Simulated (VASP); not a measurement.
# InAs (I4mm) in VASP: a series of runs

The runs below take InAs through single point, with LDA.

All numbers are computed with VASP 6.6.1; they aren't measurements. Logs are shortened: lines on timing, memory, paths and dates and some standing lists are left out, and cuts for length are marked.

### Step 1. The cell of the first run

The structure is tetragonal, space group I4mm (No. 107). The conventional cell has a = 3.994 Å, b = 3.994 Å, c = 5.649 Å, α = 90.00°, β = 90.00°, γ = 90.00°. In (site symmetry 4mm) has 6 As at 2.66 to 2.98 Å within 3.5 Å. As (site symmetry 4mm) has 6 In at 2.66 to 2.98 Å within 3.5 Å.

### Step 2. Single point, LDA

Contents of INCAR:

```
PREC = Accurate ; ENCUT = 500
EDIFF = 1E-6 ; ISMEAR = 0
SIGMA = 0.15 ; LREAL = F
LASPH = T ; NELM = 120
ALGO = Normal ; ISIF = 2
LWAVE = F ; LCHARG = F
GGA = CA ; NBANDS = 16
GGA_COMPAT = F
```

Contents of KPOINTS:

```
regular mesh
0
Gamma
  14 14 14
```

Contents of POSCAR:

```
InAs
1.0
    0.0000000000      2.8243387318      2.8243387318
    2.8243387318      0.0000000000      2.8243387318
    2.8243387318      2.8243387318      0.0000000000
In As
1 1
Direct
    0.4888182119      0.5111817881      0.5111817881
    0.0171361882     -0.0171361882     -0.0171361882
```

Potentials or basis: VASP PAW LDA potentials, release 64 (In_d, As).

On the command line:

```sh
$ cat potpaw_LDA.64/In_d/POTCAR potpaw_LDA.64/As/POTCAR > POTCAR
$ mpirun -np 1 vasp_std > vasp.out
```

OUTCAR:

```text
PREC = Accurate
   ENCUT = 500
   EDIFF = 1E-6
   ISMEAR = 0
   LREAL = F
   LASPH = T
   NELM = 120
   ISIF = 2
   GGA = CA

 ion  position               nearest neighbor table
   1  0.489  0.511  0.511-   2 2.66   2 2.83   2 2.83   2 2.83   2 2.83   2 2.98
   2  0.017  0.983  0.983-   1 2.66   1 2.83   1 2.83   1 2.83   1 2.83   1 2.98

  LATTYP: Found a face centered cubic cell.
 ALAT       =     5.6486774636

  Lattice vectors:

 A1 = (   0.0000000000,   2.8243387318,   2.8243387318)
 A2 = (   2.8243387318,   0.0000000000,   2.8243387318)
 A3 = (   2.8243387318,   2.8243387318,   0.0000000000)

Analysis of symmetry for initial positions (statically):
=====================================================================
 Subroutine PRICEL returns:
 Original cell was already a primitive cell.

 Routine SETGRP: Setting up the symmetry group for a
 face centered cubic supercell.

 Subroutine GETGRP returns: Found  8 space group operations
 (whereof  8 operations were pure point group operations)
 out of a pool of 48 trial point group operations.

The static configuration has the point symmetry C_4v.

Analysis of symmetry for dynamics (positions and initial velocities):
=====================================================================
 Subroutine PRICEL returns:
 Original cell was already a primitive cell.

 Routine SETGRP: Setting up the symmetry group for a
 face centered cubic supercell.

 Subroutine GETGRP returns: Found  8 space group operations
 (whereof  8 operations were pure point group operations)
 out of a pool of 48 trial point group operations.

The dynamic configuration has the point symmetry C_4v.

 Subroutine INISYM returns: Found  8 space group operations
 (whereof  8 operations are pure point group operations),
 and found     1 'primitive' translations

----------------------------------------------------------------------------------------

                                     Primitive cell

  volume of cell :      45.0589

  direct lattice vectors                    reciprocal lattice vectors
     0.000000000  2.824338732  2.824338732    -0.177032590  0.177032590  0.177032590
     2.824338732  0.000000000  2.824338732     0.177032590 -0.177032590  0.177032590
     2.824338732  2.824338732  0.000000000     0.177032590  0.177032590 -0.177032590

  length of vectors
     3.994218139  3.994218139  3.994218139     0.306629440  0.306629440  0.306629440

  position of ions in fractional coordinates (direct lattice)
     0.488818212  0.511181788  0.511181788
     0.017136188  0.982863812  0.982863812

  ion indices of the primitive-cell ions
   primitive index   ion index
                 1           1
                 2           2

----------------------------------------------------------------------------------------

 KPOINTS: regular mesh

Automatic generation of k-mesh.
 Grid dimensions read from file:
 generate k-points for:   14   14   14

 Generating k-lattice:

  Cartesian coordinates                     Fractional coordinates (reciprocal lattice)
    -0.012645185  0.012645185  0.012645185     0.071428571  0.000000000  0.000000000
     0.012645185 -0.012645185  0.012645185     0.000000000  0.071428571  0.000000000
     0.012645185  0.012645185 -0.012645185     0.000000000  0.000000000  0.071428571

  Length of vectors
     0.021902103  0.021902103  0.021902103

  Shift w.r.t. Gamma in fractional coordinates (k-lattice)
     0.000000000  0.000000000  0.000000000

 Subroutine IBZKPT returns following result:
 ===========================================

 Found    244 irreducible k-points:

 Following reciprocal coordinates:
            Coordinates               Weight
  0.000000  0.000000  0.000000      1.000000
  0.071429  0.000000  0.000000      8.000000
  0.142857  0.000000  0.000000      8.000000
  0.214286  0.000000  0.000000      8.000000
  0.285714  0.000000  0.000000      8.000000
  0.357143  0.000000  0.000000      8.000000
[... 16 lines left out ...]
 -0.428571  0.071429  0.000000     16.000000
  0.000000 -0.428571  0.071429      8.000000
 [... further k-points ...]
   k-points           NKPTS =    244   k-points in BZ     NKDIM =    244   number of bands    NBANDS=     16
   number of dos      NEDOS =    301   number of ions     NIONS =      2
   total plane-waves  NPLWV =  27000
   dimension x,y,z NGX =    30 NGY =   30 NGZ =   30
   dimension x,y,z NGXF=    60 NGYF=   60 NGZF=   60
   ions per type =               1   1
   NGX,Y,Z   is equivalent  to a cutoff of  12.49, 12.49, 12.49 a.u.
   NGXF,Y,Z  is equivalent  to a cutoff of  24.97, 24.97, 24.97 a.u.
 SYSTEM =  unknown system
   PREC   = accura    normal or accurate (medium, high low for compatibility)
   ISTART =      0    job   : 0-new  1-cont  2-samecut
   ICHARG =      2    charge: 1-file 2-atom 10-const
   ISPIN  =      1    spin polarized calculation?
   LNONCOLLINEAR =      F non collinear calculations
   LSORBIT =      F    spin-orbit coupling
   LASPH  =      T    aspherical Exc in radial PAW
   ENCUT  =  500.0 eV  36.75 Ry    6.06 a.u.   7.28  7.28  7.28*2*pi/ulx,y,z
   NELM   =    120;   NELMIN=  2; NELMDL= -5     # of ELM steps
   EDIFF  = 0.1E-05   stopping-criterion for ELM
   LREAL  =      F    real-space projection
   EDIFFG = 0.1E-04   stopping-criterion for IOM
   NSW    =      0    number of steps for IOM
   IBRION =     -1    ionic relax: 0-MD 1-quasi-New 2-CG
   NFREE  =      0    steps in history (QN), initial steepest desc. (CG)
   ISIF   =      2    stress and relaxation
   ISYM   =      2    0-nonsym 1-usesym 2-fastsym
   POTIM  = 0.5000    time-step for ionic-motion
   TEBEG  =    0.0;   TEEND  =   0.0 temperature during run
   PSTRESS=    0.0 pullay stress
   NELECT =      18.0000    total number of electrons
   NUPDOWN=      -1.0000    fix difference up-down
   EMIN   =  10.00;   EMAX   =-10.00  energy-range for DOS
   EFERMI =   0.00;   METHOD = LEGACY
   ISMEAR =     0;   SIGMA  =   0.15  broadening in eV -4-tet -1-fermi 0-gaus
   EFERMI_NEDOS =   21; number of points for ismear=-14 and -15
   IALGO  =     38    algorithm
   IMIX   =      4    mixing-type and parameters
     AMIX     =   0.40;   BMIX     =  1.00
     AMIX_MAG =   1.60;   BMIX_MAG =  1.00
  volume/ion in A,a.u.               =      22.53       152.04
  Fermi-wavevector in a.u.,A,eV,Ry     =   1.205699  2.278441 19.778925  1.453710
  Thomas-Fermi vector in A             =   2.341388
   LORBIT       =      0    0 simple, 1 ext, 2 COOP (PROOUT), +10 PAW based schemes
   GGA     = CA    functional components
   LHFCALC =     F    Hartree Fock is set to
   AEXX    =    0.0000 exact exchange contribution
   IVDW    =     0    specifies the selected vdW correction
   LEPSILON=     F    determine dielectric tensor
   LRPA    =     F    only Hartree local field effects (RPA)
 non-spin polarized calculation
 Gauss-broadening in eV      SIGMA  =   0.15
  energy-cutoff  :      500.00
  volume of cell :       45.06
 maximum number of plane-waves:      1163
 NGX is ok and might be reduce to    30
   NGX = 15   NGY = 15   NGZ = 15

 number of electron      18.0000003 magnetization

 Free energy of the ion-electron system (eV)
  ---------------------------------------------------
  ext. energy  EPLUGINS =         0.00000000
  ---------------------------------------------------
  free energy    TOTEN  =        -8.73241146 eV

  energy without entropy =       -8.72009922  energy(sigma->0) =       -8.72625534

 E-fermi :   6.3595     XC(G=0): -10.5842

 val. band max:        6.3479317358   @ k =   0.0714   0.3571   0.1429
 cond. band min:       6.3637106324   @ k =   0.2857   0.1429   0.0714
 fundamental gap:      0.0157788967
 Fermi energy:         6.3594847869

 k-point     1 :       0.0000    0.0000    0.0000
  band No.  band energies     occupation
      1      -7.9545      2.00000
      2      -7.9356      2.00000
      3      -7.9168      2.00000
      4      -7.9168      2.00000
      5      -7.9105      2.00000
      6      -6.1228      2.00000
[... 8 lines left out ...]
     15      14.4336      0.00000
     16      14.4336      0.00000

 k-point     2 :       0.0714    0.0000    0.0000
  band No.  band energies     occupation
      1      -7.9575      2.00000
      2      -7.9381      2.00000
      3      -7.9162      2.00000
      4      -7.9140      2.00000
      5      -7.9087      2.00000
      6      -6.0628      2.00000
[... 8 lines left out ...]
     15      14.2724      0.00000
     16      14.3721      0.00000

 k-point     3 :       0.1429    0.0000    0.0000
  band No.  band energies     occupation
      1      -7.9663      2.00000
      2      -7.9462      2.00000
      3      -7.9160      2.00000
      4      -7.9049      2.00000
      5      -7.9014      2.00000
      6      -5.8849      2.00000
[... 8 lines left out ...]
     15      14.4153      0.00000
     16      14.4381      0.00000

 k-point     4 :       0.2143    0.0000    0.0000
  band No.  band energies     occupation
      1      -7.9799      2.00000
      2      -7.9587      2.00000
      3      -7.9175      2.00000
      4      -7.8909      2.00000
      5      -7.8887      2.00000
      6      -5.5979      2.00000
[... 8 lines left out ...]
     15      14.9422      0.00000
     16      14.9434      0.00000
[... 324 lines left out ...]
 k-point    22 :       0.0000    0.5000    0.0714
  band No.  band energies     occupation
      1      -8.0348      2.00000
      2      -7.9923      2.00000
      3      -7.9229      2.00000
      4      -7.8519      2.00000
      5      -7.8460      2.00000
      6      -4.2269      2.00000
[... 8 lines left out ...]
     15      18.3988      0.00000
     16      18.5061      0.00000

 k-point    23 :      -0.4286    0.0714    0.0000
  band No.  band energies     occupation
      1      -8.0261      2.00000
      2      -7.9981      2.00000
      3      -7.9226      2.00000
      4      -7.8516      2.00000
      5      -7.8490      2.00000
      6      -4.2838      2.00000
[... 8 lines left out ...]
     15      17.5532      0.00000
     16      18.7536      0.00000

 k-point    24 :       0.0000   -0.4286    0.0714
  band No.  band energies     occupation
      1      -8.0299      2.00000
      2      -7.9945      2.00000
      3      -7.9226      2.00000
      4      -7.8508      2.00000
      5      -7.8499      2.00000
      6      -4.2828      2.00000
[... 8 lines left out ...]
     15      17.5523      0.00000
     16      18.7867      0.00000

 [... further k-points ...]
[... 5 lines left out ...]
  --------------------------------------------------------------------------------------
  -------------------------------------------------------------------------------------
  Total        0.2893700     -0.5384147     -0.5384147      0.0000000      0.0000000      0.0000000
  in kB       10.2892522    -19.1446378    -19.1446378      0.0000000      0.0000000      0.0000000
  external PRESSURE =      -9.3333411 kB  Pullay stress =       0.0000000 kB

 VOLUME and BASIS-vectors are now :
 -----------------------------------------------------------------------------
  energy-cutoff  :      500.00
  volume of cell :       45.06
      direct lattice vectors                 reciprocal lattice vectors
     0.000000000  2.824338732  2.824338732    -0.177032590  0.177032590  0.177032590
     2.824338732  0.000000000  2.824338732     0.177032590 -0.177032590  0.177032590
     2.824338732  2.824338732  0.000000000     0.177032590  0.177032590 -0.177032590

 POSITION                                       TOTAL-FORCE (eV/Angst)
 -----------------------------------------------------------------------------------
      2.88750      2.82434      2.82434        -0.432028      0.000000      0.000000
      5.55188      2.82434      2.82434         0.432028      0.000000      0.000000
 -----------------------------------------------------------------------------------
    total drift:                               -0.001004     -0.000000     -0.000000

  FREE ENERGIE OF THE ION-ELECTRON SYSTEM (eV)
  ---------------------------------------------------
  free  energy   TOTEN  =        -8.7324114590 eV

  energy  without entropy=       -8.7200992232  energy(sigma->0) =       -8.72625534
```

Run time: 2.3 min. Hardware: 1 thread of Intel Xeon 6975P-C, shared host; peak memory 0.29 GiB.

Results:

```yaml
Free_energy: -8.7324 eV
Pressure: -0.9 GPa
Largest_force: 0.432 eV/Å
Band_gap_on_the_k_mesh: zero (band 9 reaches 6.81 eV, above the bottom of band 10 at 3.99 eV)
```

Forces on the atoms (eV/Å):
```
In  -0.432  0.000  0.000
As   0.432  0.000  0.000
```

Caveat: spin-orbit coupling is left out, which moves the levels of the heavy elements.

### Step 3. Single point, LDA

Contents of INCAR:

```
SYSTEM = InAs
PREC = Accurate
ENCUT = 500
EDIFF = 1E-6
ISMEAR = 0
SIGMA = 0.15
LREAL = .False.
LASPH = .True.
NELM = 120
ALGO = Normal
ISIF = 2
LWAVE = .False.
LCHARG = .False.
GGA = CA
NBANDS = 16
GGA_COMPAT = .False.
```

Contents of KPOINTS:

```
Automatic mesh
0
Gamma
  14 14 14
  0 0 0
```

Contents of POSCAR:

```
InAs
1.0
    0.0000000000      2.8243387318      2.8243387318
    2.8243387318      0.0000000000      2.8243387318
    2.8243387318      2.8243387318      0.0000000000
In As
1 1
Direct
    0.4664546356      0.5335453644      0.5335453644
    0.0514085645     -0.0514085645     -0.0514085645
```

Potentials or basis: VASP PAW LDA potentials, release 64 (In_d, As).

On the command line:

```sh
$ cat potpaw_LDA.64/In_d/POTCAR potpaw_LDA.64/As/POTCAR > POTCAR
$ mpirun -np 1 vasp_std > vasp.out
```

Wall time 2.7 min (1 thread of Intel Xeon 6975P-C, shared host); peak memory 0.29 GiB.

The run converged. Its results:

```yaml
Free_energy: -8.2823 eV
Pressure: 5.4 GPa
Largest_force: 2.967 eV/Å
Band_gap_on_the_k_mesh: zero (band 9 reaches 6.82 eV, above the bottom of band 10 at 4.33 eV)
```

Forces in eV/Å, atoms in the order of the input:
```
In  -2.967  0.000  0.000
As   2.967  0.000  0.000
```

Stress tensor (GPa, compression positive):
```
24.38  0.00  0.00
 0.00 -4.04  0.00
 0.00  0.00 -4.04
```

Levels at points of the mesh, in eV from the Fermi level:
| k point | band 5 | band 6 | band 7 | band 8 | band 9 | band 10 | band 11 | band 12 | band 13 | band 14 |
| --- | --- | --- | --- | --- | --- | --- | --- | --- | --- | --- |
| (0.00, 0.00, 0.00) | -14.29 | -12.50 | -0.32 | -0.24 | 0.14 | 0.14 | 5.84 | 5.84 | 7.28 | 8.25 |
| (0.50, 0.00, 0.00) | -14.25 | -10.63 | -6.67 | -0.29 | 0.15 | 2.16 | 3.54 | 4.19 | 4.96 | 10.45 |
| (0.50, 0.50, 0.00) | -14.20 | -9.76 | -4.94 | -3.21 | -1.98 | -1.83 | 3.19 | 10.05 | 10.47 | 10.66 |
| (0.00, 0.50, 0.50) | -14.26 | -9.51 | -5.84 | -2.33 | -2.33 | -1.97 | 3.91 | 9.77 | 9.77 | 10.86 |

Caveat: spin-orbit coupling is left out, which moves the levels of the heavy elements; forces of over 1 eV/Å act on the atoms, so gaps and moduli don't describe the material at rest.

### Step 4. Single point, LDA

Contents of INCAR:

```
ALGO = Normal ; EDIFF = 1E-6
ENCUT = 500 ; GGA = CA
GGA_COMPAT = F ; ISIF = 2
ISMEAR = 0 ; LASPH = T
LCHARG = F ; LREAL = F
LWAVE = F ; NBANDS = 16
NELM = 120 ; PREC = Accurate
SIGMA = 0.15
```

Contents of KPOINTS:

```
k-points
0
Gamma
  14 14 14
```

Contents of POSCAR:

```
InAs
1.0
    0.0000000000      2.8243387318      2.8243387318
    2.8243387318      0.0000000000      2.8243387318
    2.8243387318      2.8243387318      0.0000000000
In As
1 1
Direct
    0.4776364237      0.5223635763      0.5223635763
    0.0342723764     -0.0342723764     -0.0342723764
```

On the command line:

```sh
$ cat potpaw_LDA.64/In_d/POTCAR potpaw_LDA.64/As/POTCAR > POTCAR
$ mpirun -np 1 vasp_std > vasp.out
```

It took 2.4 min on 1 thread of Intel Xeon 6975P-C, shared host; peak memory 0.29 GiB.

Results (log left out):

```
Free energy            : -8.6051 eV
Pressure               : 1.3 GPa
Largest force          : 1.261 eV/Å
Band gap on the k mesh : zero (band 9 reaches 6.81 eV, above the bottom of band 10 at 3.98 eV)
```

Forces on the atoms (eV/Å):
```
In  -1.261  0.000  0.000
As   1.261  0.000  0.000
```

Stress tensor (GPa, compression positive):
```
 9.33  0.00  0.00
 0.00 -2.78  0.00
 0.00  0.00 -2.78
```

Levels at points of the mesh, in eV from the Fermi level:
| k point | band 6 | band 7 | band 8 | band 9 | band 10 | band 11 | band 12 | band 13 |
| --- | --- | --- | --- | --- | --- | --- | --- | --- |
| (0.00, 0.00, 0.00) | -12.48 | -0.32 | -0.23 | -0.03 | -0.03 | 6.39 | 6.39 | 7.31 |
| (0.50, 0.00, 0.00) | -10.61 | -6.74 | -0.04 | 0.22 | 2.20 | 3.41 | 3.76 | 4.81 |
| (0.50, 0.50, 0.00) | -9.65 | -4.95 | -3.11 | -2.18 | -2.07 | 3.56 | 9.81 | 10.06 |
| (0.00, 0.50, 0.50) | -9.53 | -5.45 | -2.43 | -2.33 | -2.33 | 3.90 | 9.66 | 9.66 |

Caveat: spin-orbit coupling is left out, which moves the levels of the heavy elements; forces of over 1 eV/Å act on the atoms, so gaps and moduli don't describe the material at rest.
